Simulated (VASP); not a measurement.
Crystal: ScSi2.

```
Sc Si
1.0
     3.66000    0.00000    0.00000
    -1.83000    3.16965    0.00000
     0.00000    0.00000    3.87000
Sc Si
1 2
Direct
  0.00000 0.00000 0.00000
  0.66667 0.33333 0.50000
  0.33333 0.66667 0.50000
```

```yaml
Program: VASP 6.6.1
Task: relaxation of cell and atoms
Functional: PBEsol
Dispersion: D4
Potentials_or_basis: VASP PAW PBE potentials, release 64 (Sc_sv, Si)
Cutoff: 600 eV
k_mesh: 8 × 8 × 7
Occupations: gaussian, width 0.05 eV
Spin: no spin polarisation
```

At the start: pressure 19.4 GPa; volume 14.97 Å³/atom.

Question: Where does the relaxation end?

Answer: Over 11 steps the energy falls by 235.4 meV/atom and the volume is 16.07 Å³/atom (+7.4 %); space group P6/mmm (No. 191, to 0.1 Å) before and after.

The path:
```csv
step,energy change (eV),largest force (eV/Å),pressure (GPa),volume (Å³)
1,0.0000,0.0000,19.38,44.90
2,-0.3201,0.0000,-11.79,57.25
3,-0.5826,0.0000,-3.87,51.31
4,-0.5829,0.0000,-3.52,51.17
5,-0.6699,0.0000,-1.09,49.33
6,-0.6994,0.0000,1.11,47.94
7,-0.7008,0.0000,1.88,47.49
8,-0.7009,0.0000,1.72,47.59
9,-0.7032,0.0000,-0.64,48.42
10,-0.7060,0.0000,0.31,48.06
11,-0.7063,0.0000,0.03,48.22
```

Final structure:
```cif
data_structure
_symmetry_space_group_name_H-M 'P 1'
_symmetry_Int_Tables_number 1
_cell_length_a 3.9861
_cell_length_b 3.9861
_cell_length_c 3.5047
_cell_angle_alpha 90.000
_cell_angle_beta 90.000
_cell_angle_gamma 120.000
_cell_volume 48.22
loop_
_atom_site_label
_atom_site_type_symbol
_atom_site_fract_x
_atom_site_fract_y
_atom_site_fract_z
_atom_site_occupancy
Sc1 Sc 0.00000 0.00000 0.00000 1
Si1 Si 0.66667 0.33333 0.50000 1
Si2 Si 0.33333 0.66667 0.50000 1
```

Caveat: the PAW data sets were made with another functional, which shifts forces and pressure a little.
